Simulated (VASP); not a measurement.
Set up this calculation in VASP 6.6.1, as the native input.

- Task: relaxation of cell and atoms
- Functional: PBE
- Potentials or basis: VASP PAW PBE potentials, release 64 (O)
- Cutoff: 600 eV
- k mesh: 14 × 14 × 14
- Occupations: fermi-dirac, width 0.05 eV
- Spin: no spin polarisation
- Target pressure: 26 GPa
- Dipole correction: no
- Further INCAR settings: ALGO = Normal; EDIFF = 1e-07; IBRION = 2; EDIFFG = -0.005; NSW = 60; ISIF = 3

The structure of O lies in POSCAR:

```
O
1.0
    0.0000000000      2.0250305656      2.0250305656
    2.0250305656      0.0000000000      2.0250305656
    2.0250305656      2.0250305656      0.0000000000
O
2
Direct
   -0.1250000000     -0.1250000000     -0.1250000000
    0.1250000000      0.1250000000      0.1250000000
```

The input as run:

INCAR

```
ALGO = Normal
EDIFF = 1E-7
EDIFFG = -0.005
ENCUT = 600
GGA = PE
IBRION = 2
ISIF = 3
ISMEAR = -1
LASPH = True
LCHARG = False
LREAL = False
LWAVE = False
NELM = 100
NSW = 60
PREC = Accurate
PSTRESS = 260.0
SIGMA = 0.05
```

KPOINTS

```
k-points
0
Gamma
  14 14 14
```

Potentials or basis: VASP PAW PBE potentials, release 64 (O).

Command:

```sh
$ cat potpaw_PBE.64/O/POTCAR > POTCAR
$ mpirun -np 1 vasp_std > vasp.out
```

It gave:

| Item | Value |
| --- | --- |
| Relaxed volume | 9.13 Å³/atom |
| Relaxed cell | a = 2.956 Å, b = 2.956 Å, c = 2.956 Å, α = 60.00°, β = 60.00°, γ = 60.00° |
| Space group after relaxing (to 0.1 Å) | Fd-3m (No. 227) |
| Energy change on relaxing (the run minimises the enthalpy) | -194.8 meV/atom |
| Ionic steps | 18 |
| Pressure after relaxing | 26.0 GPa |
| Band gap on the k mesh | zero (bands 6 and 7 overlap by 1.32 eV) |

Caveat: the cell is relaxed towards a set pressure, so the run minimises the enthalpy, not the energy.

Run time: 62 s on 1 thread of AMD EPYC 9R45 96-Core Processor (Zen 5), on a shared host, peak memory 0.11 GiB.
